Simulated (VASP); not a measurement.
Set up this calculation in VASP 6.6.1, as the native input.

```yaml
Task: relaxation of cell and atoms
Functional: LDA
Potentials_or_basis: VASP PAW LDA potentials, release 64 (Cd)
Cutoff: 600 eV
k_mesh: 16 × 16 × 8
Occupations: gaussian, width 0.05 eV
Spin: no spin polarisation
Dipole_correction: no
Further_INCAR_settings: ALGO = Normal; EDIFF = 1e-06; IBRION = 2; EDIFFG = -0.01; NSW = 80; ISIF = 3
```

The structure of Cd lies in POSCAR:

```
Cd
1.0
    2.9800000000      0.0000000000      0.0000000000
   -1.4900000000      2.5807557033      0.0000000000
    0.0000000000      0.0000000000      5.6202800000
Cd
2
Direct
    0.3333333333      0.6666666667      0.7500000000
    0.6666666667      0.3333333333      0.2500000000
```

The input as run:

INCAR

```
PREC = Accurate
ENCUT = 600
EDIFF = 1E-6
ISMEAR = 0
SIGMA = 0.05
LREAL = False
LASPH = True
NELM = 80
ALGO = Normal
ISIF = 3
LWAVE = False
LCHARG = False
IBRION = 2
NSW = 80
EDIFFG = -0.01
```

KPOINTS

```
Automatic mesh
0
Gamma
  16 16 8
```

Potentials or basis: VASP PAW LDA potentials, release 64 (Cd).

Launch:

```sh
$ cat potpaw_LDA.64/Cd/POTCAR > POTCAR
$ mpirun -np 1 vasp_std > vasp.out
```

It gave:

| Property | Result |
| --- | --- |
| Relaxed volume | 20.04 Å³/atom |
| Relaxed cell | a = 2.929 Å, b = 2.929 Å, c = 5.393 Å, α = 90.00°, β = 90.00°, γ = 120.00° |
| Space group after relaxing (to 0.05 Å) | P6_3/mmc (No. 194) |
| Energy gained by relaxing | 21.7 meV/atom |
| Ionic steps | 7 |
| Pressure after relaxing | 0.0 GPa |
| Band gap on the k mesh | zero (band 12 reaches 4.47 eV, above the bottom of band 13 at 0.56 eV) |

Wall time 4 min on 1 thread of Intel Xeon 6975P-C (shared host), peak memory 0.24 GiB.
